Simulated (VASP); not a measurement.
# C in VASP: further runs

Runs on C. Level: LDA. Tasks: single point.

Everything below comes from runs of VASP 6.6.1. Logs are shortened: lines on timing, memory, paths and dates and some standing lists are left out, and cuts for length are marked.

**1. The cell of the first run**

The cell holds a slab with vacuum, 2 atoms: a = 2.479 Å, b = 2.479 Å, c = 8.098 Å, α = 90.00°, β = 90.00°, γ = 120.00°.

**2. Single point, LDA**

INCAR reads:

```
SYSTEM = C
PREC = Accurate
ENCUT = 520
EDIFF = 1E-6
ISMEAR = 0
SIGMA = 0.15
LREAL = .FALSE.
LASPH = .TRUE.
NELM = 100
ALGO = Normal
ISIF = 2
LWAVE = .FALSE.
LCHARG = .FALSE.
NBANDS = 11
```

KPOINTS reads:

```
Automatic mesh
0
G
  21 21 6
  0 0 0
```

POSCAR reads:

```
C
1.0
    2.4789000000      0.0000000000      0.0000000000
   -1.2394500000      2.1467903734      0.0000000000
    0.0000000000      0.0000000000      8.0977000000
C
2
Direct
    0.3333333333      0.6666666667      0.0000000000
    0.6666666667      0.3333333333      0.0000000000
```

Potentials or basis: VASP PAW LDA potentials, release 64 (C).

On the command line:

```sh
$ cat potpaw_LDA.64/C/POTCAR > POTCAR
$ mpirun -np 1 vasp_std > vasp.out
```

OUTCAR:

```text
SYSTEM = C
   PREC = Accurate
   ENCUT = 520
   EDIFF = 1E-6
   ISMEAR = 0
   LREAL = .FALSE.
   LASPH = .TRUE.
   NELM = 100
   ISIF = 2

 ion  position               nearest neighbor table
   1  0.333  0.667  0.000-   2 1.43   2 1.43   2 1.43
   2  0.667  0.333  0.000-   1 1.43   1 1.43   1 1.43

  LATTYP: Found a hexagonal cell.
 ALAT       =     2.4789000000
 C/A-ratio  =     3.2666505305

  Lattice vectors:

 A1 = (   2.4789000000,   0.0000000000,   0.0000000000)
 A2 = (  -1.2394500000,   2.1467903734,   0.0000000000)
 A3 = (   0.0000000000,   0.0000000000,   8.0977000000)

Analysis of symmetry for initial positions (statically):
=====================================================================
 Subroutine PRICEL returns:
 Original cell was already a primitive cell.

 Routine SETGRP: Setting up the symmetry group for a
 hexagonal supercell.

 Subroutine GETGRP returns: Found 24 space group operations
 (whereof 24 operations were pure point group operations)
 out of a pool of 24 trial point group operations.

The static configuration has the point symmetry D_6h.

Analysis of symmetry for dynamics (positions and initial velocities):
=====================================================================
 Subroutine PRICEL returns:
 Original cell was already a primitive cell.

 Routine SETGRP: Setting up the symmetry group for a
 hexagonal supercell.

 Subroutine GETGRP returns: Found 24 space group operations
 (whereof 24 operations were pure point group operations)
 out of a pool of 24 trial point group operations.

The dynamic configuration has the point symmetry D_6h.

 Subroutine INISYM returns: Found 24 space group operations
 (whereof 24 operations are pure point group operations),
 and found     1 'primitive' translations

----------------------------------------------------------------------------------------

                                     Primitive cell

  volume of cell :      43.0934

  direct lattice vectors                    reciprocal lattice vectors
     2.478900000  0.000000000  0.000000000     0.403404736  0.232905833  0.000000000
    -1.239450000  2.146790373  0.000000000     0.000000000  0.465811666  0.000000000
     0.000000000  0.000000000  8.097700000     0.000000000  0.000000000  0.123491856

  length of vectors
     2.478900000  2.478900000  8.097700000     0.465811666  0.465811666  0.123491856

  position of ions in fractional coordinates (direct lattice)
     0.333333333  0.666666667  0.000000000
[... 80 lines left out ...]
   EDIFFG = 0.1E-04   stopping-criterion for IOM
   NSW    =      0    number of steps for IOM
   IBRION =     -1    ionic relax: 0-MD 1-quasi-New 2-CG
   NFREE  =      0    steps in history (QN), initial steepest desc. (CG)
   ISIF   =      2    stress and relaxation
   ISYM   =      2    0-nonsym 1-usesym 2-fastsym
   POTIM  = 0.5000    time-step for ionic-motion
   TEBEG  =    0.0;   TEEND  =   0.0 temperature during run
   PSTRESS=    0.0 pullay stress
   NELECT =       8.0000    total number of electrons
   NUPDOWN=      -1.0000    fix difference up-down
   EMIN   =  10.00;   EMAX   =-10.00  energy-range for DOS
   EFERMI =   0.00;   METHOD = LEGACY
   ISMEAR =     0;   SIGMA  =   0.15  broadening in eV -4-tet -1-fermi 0-gaus
   EFERMI_NEDOS =   21; number of points for ismear=-14 and -15
   IALGO  =     38    algorithm
   IMIX   =      4    mixing-type and parameters
     AMIX     =   0.40;   BMIX     =  1.00
     AMIX_MAG =   1.60;   BMIX_MAG =  1.00
  volume/ion in A,a.u.               =      21.55       145.40
  Fermi-wavevector in a.u.,A,eV,Ry     =   0.933902  1.764819 11.866638  0.872173
  Thomas-Fermi vector in A             =   2.060652
   LORBIT       =      0    0 simple, 1 ext, 2 COOP (PROOUT), +10 PAW based schemes
   GGA     = CA    functional components
   LHFCALC =     F    Hartree Fock is set to
   AEXX    =    0.0000 exact exchange contribution
   IVDW    =     0    specifies the selected vdW correction
   LEPSILON=     F    determine dielectric tensor
   LRPA    =     F    only Hartree local field effects (RPA)
 non-spin polarized calculation
 Gauss-broadening in eV      SIGMA  =   0.15
  energy-cutoff  :      520.00
  volume of cell :       43.09
 maximum number of plane-waves:      1178
   NGX =  9   NGY =  9   NGZ = 31

 number of electron       7.9999997 magnetization

 Free energy of the ion-electron system (eV)
  ---------------------------------------------------
  ext. energy  EPLUGINS =         0.00000000
  ---------------------------------------------------
  free energy    TOTEN  =       -20.15318081 eV

  energy without entropy =      -20.15241320  energy(sigma->0) =      -20.15279700

 E-fermi :  -0.8170     XC(G=0):  -5.3456

 val. band max:       -0.8170081027   @ k =   0.3333   0.3333   0.3333
 cond. band min:      -0.8169243256   @ k =   0.3333   0.3333   0.1667
 fundamental gap:      0.0000837772
 Fermi energy:        -0.8169621402

 k-point     1 :       0.0000    0.0000    0.0000
  band No.  band energies     occupation
      1     -19.9917      2.00000
      2      -8.3510      2.00000
      3      -3.8605      2.00000
      4      -3.8605      2.00000
      5       2.3448      0.00000
      6       4.9945      0.00000
      7       6.8107      0.00000
      8       7.3358      0.00000
      9       7.3358      0.00000
     10      10.3198      0.00000
     11      11.6164      0.00000
[... 309 lines left out ...]
 k-point    24 :       0.1905    0.0952    0.0000
  band No.  band energies     occupation
      1     -18.5261      2.00000
      2      -7.8779      2.00000
      3      -6.6132      2.00000
      4      -6.2937      2.00000
      5       4.3538      0.00000
      6       6.2887      0.00000
      7       6.9374      0.00000
      8       7.9171      0.00000
      9       8.8207      0.00000
     10      10.9534      0.00000
     11      14.8682      0.00000

 [... further k-points ...]
[... 5 lines left out ...]
  --------------------------------------------------------------------------------------
  -------------------------------------------------------------------------------------
  Total       -1.7544952     -1.7544952     -0.0130384      0.0000000     -0.0000000      0.0000000
  in kB      -65.2307599    -65.2307599     -0.4847593      0.0000000     -0.0000000      0.0000000
  external PRESSURE =     -43.6487597 kB  Pullay stress =       0.0000000 kB

 VOLUME and BASIS-vectors are now :
 -----------------------------------------------------------------------------
  energy-cutoff  :      520.00
  volume of cell :       43.09
      direct lattice vectors                 reciprocal lattice vectors
     2.478900000  0.000000000  0.000000000     0.403404736  0.232905833  0.000000000
    -1.239450000  2.146790373  0.000000000     0.000000000  0.465811666  0.000000000
     0.000000000  0.000000000  8.097700000     0.000000000  0.000000000  0.123491856

 POSITION                                       TOTAL-FORCE (eV/Angst)
 -----------------------------------------------------------------------------------
     -0.00000      1.43119      0.00000        -0.000000     -0.000000      0.000000
      1.23945      0.71560      0.00000         0.000000      0.000000     -0.000000
 -----------------------------------------------------------------------------------
    total drift:                                0.000000     -0.000000      0.000000

  FREE ENERGIE OF THE ION-ELECTRON SYSTEM (eV)
  ---------------------------------------------------
  free  energy   TOTEN  =       -20.1531808072 eV

  energy  without entropy=      -20.1524132024  energy(sigma->0) =      -20.15279700
```

stdout:

```text
POSCAR found type information on POSCAR C
 POSCAR found :  1 types and       2 ions
 scaLAPACK will be used
 LDA part: xc-table for (Slater(with rela. corr.)+CA(PZ))
 , standard interpolation
 POSCAR, INCAR and KPOINTS ok, starting setup
 FFT: planning ... GRIDC
 FFT: planning ... GRID_SOFT
 FFT: planning ... GRID
 WAVECAR not read
 entering main loop
```

Run time: 67 s. Hardware: 1 thread of Intel Xeon Platinum 8259CL at 2.50GHz (Skylake/Cascade Lake), shared host; peak memory 0.18 GiB.

What came out:

* Free energy: -20.1532 eV
* Band gap on the k mesh: zero (filled and empty bands touch)

Levels at points of the mesh, in eV from the Fermi level:
| k point | band 2 | band 3 | band 4 | band 5 | band 6 | band 7 |
| --- | --- | --- | --- | --- | --- | --- |
| (0.00, 0.00, 0.00) | -7.53 | -3.04 | -3.04 | 3.16 | 5.81 | 7.63 |
| (0.00, 0.00, 0.50) | -7.53 | -3.04 | -3.04 | 3.94 | 4.12 | 8.15 |

**3. Single point, LDA**

This run uses another cell than the first one, of 22.15 Å³/atom, 1.028 times its volume.

INCAR reads:

```
PREC = Accurate
ENCUT = 520
EDIFF = 1E-6
ISMEAR = 0
SIGMA = 0.15
LREAL = False
LASPH = True
NELM = 60
ALGO = Normal
ISIF = 2
LWAVE = False
LCHARG = False
NBANDS = 11
```

KPOINTS reads:

```
Automatic mesh
0
Gamma
  21 21 6
```

POSCAR reads:

```
C
1.0
    2.5131000000      0.0000000000      0.0000000000
   -1.2565500000      2.1764084423      0.0000000000
    0.0000000000      0.0000000000      8.0977000000
C
2
Direct
    0.3333333333      0.6666666667      0.0000000000
    0.6666666667      0.3333333333      0.0000000000
```

Potentials or basis: VASP PAW LDA potentials, release 64 (C).

On the command line:

```sh
$ cat potpaw_LDA.64/C/POTCAR > POTCAR
$ mpirun -np 1 vasp_std > vasp.out
```

OUTCAR:

```text
PREC = Accurate
   ENCUT = 520
   EDIFF = 1E-6
   ISMEAR = 0
   LREAL = False
   LASPH = True
   NELM = 60
   ISIF = 2

 ion  position               nearest neighbor table
   1  0.333  0.667  0.000-   2 1.45   2 1.45   2 1.45
   2  0.667  0.333  0.000-   1 1.45   1 1.45   1 1.45

  LATTYP: Found a hexagonal cell.
 ALAT       =     2.5131000000
 C/A-ratio  =     3.2221956946

  Lattice vectors:

 A1 = (   2.5131000000,   0.0000000000,   0.0000000000)
 A2 = (  -1.2565500000,   2.1764084423,   0.0000000000)
[... 513 lines left out ...]
      6       5.8593      0.00000
      7       6.8165      0.00000
      8       7.4196      0.00000
      9       8.7028      0.00000
     10      10.2728      0.00000
     11      13.9993      0.00000

 [... further k-points ...]
[... 5 lines left out ...]
  --------------------------------------------------------------------------------------
  -------------------------------------------------------------------------------------
  Total       -3.5040290     -3.5040290     -0.0123839     -0.0000000      0.0000000      0.0000000
  in kB     -126.7553861   -126.7553861     -0.4479782     -0.0000000      0.0000000      0.0000000
  external PRESSURE =     -84.6529168 kB  Pullay stress =       0.0000000 kB

 VOLUME and BASIS-vectors are now :
 -----------------------------------------------------------------------------
  energy-cutoff  :      520.00
  volume of cell :       44.29
      direct lattice vectors                 reciprocal lattice vectors
     2.513100000  0.000000000  0.000000000     0.397914926  0.229736290  0.000000000
    -1.256550000  2.176408442  0.000000000     0.000000000  0.459472579  0.000000000
     0.000000000  0.000000000  8.097700000     0.000000000  0.000000000  0.123491856

 POSITION                                       TOTAL-FORCE (eV/Angst)
 -----------------------------------------------------------------------------------
     -0.00000      1.45094      0.00000         0.000000     -0.000000      0.000000
      1.25655      0.72547      0.00000        -0.000000      0.000000     -0.000000
 -----------------------------------------------------------------------------------
    total drift:                                0.000000     -0.000000     -0.000000

  FREE ENERGIE OF THE ION-ELECTRON SYSTEM (eV)
  ---------------------------------------------------
  free  energy   TOTEN  =       -20.0814563814 eV

  energy  without entropy=      -20.0806887767  energy(sigma->0) =      -20.08107258
```

OSZICAR:

```text
N       E                     dE             d eps       ncg     rms          rms(c)
DAV:   1     0.195180399883E+02    0.19518E+02   -0.36346E+03  4248   0.581E+02
DAV:   2    -0.195314637215E+02   -0.39050E+02   -0.37514E+02  5725   0.128E+02
DAV:   3    -0.212723235143E+02   -0.17409E+01   -0.17330E+01  5390   0.259E+01
DAV:   4    -0.212915591016E+02   -0.19236E-01   -0.19229E-01  5683   0.334E+00
DAV:   5    -0.212917100545E+02   -0.15095E-03   -0.15095E-03  5233   0.257E-01    0.601E+00
DAV:   6    -0.204107833472E+02    0.88093E+00   -0.73211E-01  4915   0.483E+00    0.344E+00
DAV:   7    -0.200864531916E+02    0.32433E+00   -0.93252E-01  5136   0.539E+00    0.823E-01
DAV:   8    -0.200805866246E+02    0.58666E-02   -0.22872E-02  5010   0.938E-01    0.122E-01
DAV:   9    -0.200796024543E+02    0.98417E-03   -0.91478E-04  5250   0.172E-01    0.963E-02
DAV:  10    -0.200805715895E+02   -0.96914E-03   -0.33111E-03  4730   0.236E-01    0.739E-02
DAV:  11    -0.200810040954E+02   -0.43251E-03   -0.59109E-05  4638   0.480E-02    0.340E-02
DAV:  12    -0.200814118777E+02   -0.40778E-03   -0.63063E-05  4490   0.405E-02    0.103E-02
DAV:  13    -0.200814425788E+02   -0.30701E-04   -0.13915E-06  4873   0.631E-03    0.183E-03
DAV:  14    -0.200814563087E+02   -0.13730E-04   -0.12006E-06  4443   0.385E-03    0.485E-04
DAV:  15    -0.200814563814E+02   -0.72795E-07   -0.47331E-09  5017   0.420E-04
   1 F= -.20081456E+02 E0= -.20081073E+02  d E =-.767605E-03
```

It took 79 s on 1 thread of Intel Xeon Platinum 8259CL at 2.50GHz (Skylake/Cascade Lake), shared host; peak memory 0.19 GiB.

What came out:

```yaml
Free_energy: -20.0815 eV
Band_gap_on_the_k_mesh: zero (filled and empty bands touch)
```

Levels at points of the mesh, in eV from the Fermi level:
| k point | band 1 | band 2 | band 3 | band 4 | band 5 | band 6 | band 7 | band 8 |
| --- | --- | --- | --- | --- | --- | --- | --- | --- |
| (0.00, 0.00, 0.00) | -18.85 | -7.26 | -3.05 | -3.05 | 3.28 | 5.93 | 7.76 | 7.89 |
| (0.00, 0.00, 0.50) | -18.85 | -7.26 | -3.05 | -3.05 | 4.07 | 4.23 | 7.89 | 7.89 |

**4. Single point, LDA**

This run uses another cell than the first one, of 23.37 Å³/atom, 1.085 times its volume.

INCAR reads:

```
PREC = Accurate
ENCUT = 520
EDIFF = 1E-6
ISMEAR = 0
SIGMA = 0.15
LREAL = F
LASPH = T
NELM = 100
ALGO = Normal
ISIF = 2
LWAVE = F
LCHARG = F
GGA = CA
NBANDS = 11
```

KPOINTS is that of step 3.

POSCAR reads:

```
C
1.0
    2.5816000000      0.0000000000      0.0000000000
   -1.2908000000      2.2357311824      0.0000000000
    0.0000000000      0.0000000000      8.0977000000
C
2
Direct
    0.3333333333      0.6666666667      0.0000000000
    0.6666666667      0.3333333333      0.0000000000
```

On the command line:

```sh
$ cat potpaw_LDA.64/C/POTCAR > POTCAR
$ mpirun -np 1 vasp_std > vasp.out
```

Wall time 78 s (1 thread of Intel Xeon Platinum 8259CL at 2.50GHz (Skylake/Cascade Lake), shared host); peak memory 0.19 GiB.

The run converged. Its results:

```
Free energy            : -19.8087 eV
Band gap on the k mesh : zero (filled and empty bands touch)
```

Levels at points of the mesh, in eV from the Fermi level:
| k point | band 1 | band 2 | band 3 | band 4 | band 5 | band 6 | band 7 | band 8 | band 9 |
| --- | --- | --- | --- | --- | --- | --- | --- | --- | --- |
| (0.00, 0.00, 0.00) | -18.23 | -6.76 | -3.06 | -3.06 | 3.50 | 6.15 | 7.39 | 7.39 | 8.00 |
| (0.00, 0.00, 0.50) | -18.23 | -6.76 | -3.06 | -3.06 | 4.31 | 4.44 | 7.39 | 7.39 | 9.77 |

**5. Summary**

| cell | gap on the mesh (eV) |
| --- | --- |
| a = 2.479, b = 2.479, c = 8.098 Å, angles 90.0, 90.0, 120.0°, 2 atoms | none |
| a = 2.513, b = 2.513, c = 8.098 Å, angles 90.0, 90.0, 120.0°, 2 atoms | none |
| a = 2.582, b = 2.582, c = 8.098 Å, angles 90.0, 90.0, 120.0°, 2 atoms | none |

Alike in all rows: task single point; level LDA; potentials or basis VASP PAW LDA potentials, release 64 (C); no spin polarisation; k mesh 21 × 21 × 6; cutoff (eV) 520; smearing gaussian 0.15 eV.

Absolute energies hang on the potentials; compare differences alone.
